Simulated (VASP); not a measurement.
# BaO: single point with PBEsol

The system is BaO.

```
Ba O
1.0
     0.00000    2.75000    2.75000
     2.75000    0.00000    2.75000
     2.75000    2.75000    0.00000
Ba O
1 1
Cartesian
  0.0000 0.0000 0.0000
  2.7500 2.7500 2.7500
```

```yaml
Program: VASP 6.6.1
Task: single point
Functional: PBEsol
Potentials_or_basis: VASP PAW PBE potentials, release 64 (Ba_sv, O)
Cutoff: 600 eV
k_mesh: 9 × 9 × 9
Occupations: fermi-dirac, width 0.03 eV
Spin: no spin polarisation
Dipole_correction: no
Further_INCAR_settings: ALGO = Normal; EDIFF = 1e-06; NBANDS = 15
```

| Quantity | Value |
| --- | --- |
| Pressure | 1.4 GPa |
| Band gap on the k mesh | 1.88 eV, indirect (least direct gap 2.00 eV) |

Levels at points of the mesh, in eV from the valence-band top:
| k point | band 6 | band 7 | band 8 | band 9 | band 10 | band 11 |
| --- | --- | --- | --- | --- | --- | --- |
| (0.00, 0.00, 0.00) | -0.38 | -0.38 | -0.38 | 3.49 | 4.65 | 4.65 |

It took 33 s on 1 thread of Intel Xeon 8259CL, on a shared host, peak memory 0.19 GiB.

Caveat: the PAW data sets were made with another functional, which shifts forces and pressure a little; spin-orbit coupling is left out, which moves the levels of the heavy elements. As with any semilocal functional, this PBEsol gap is likely too small.
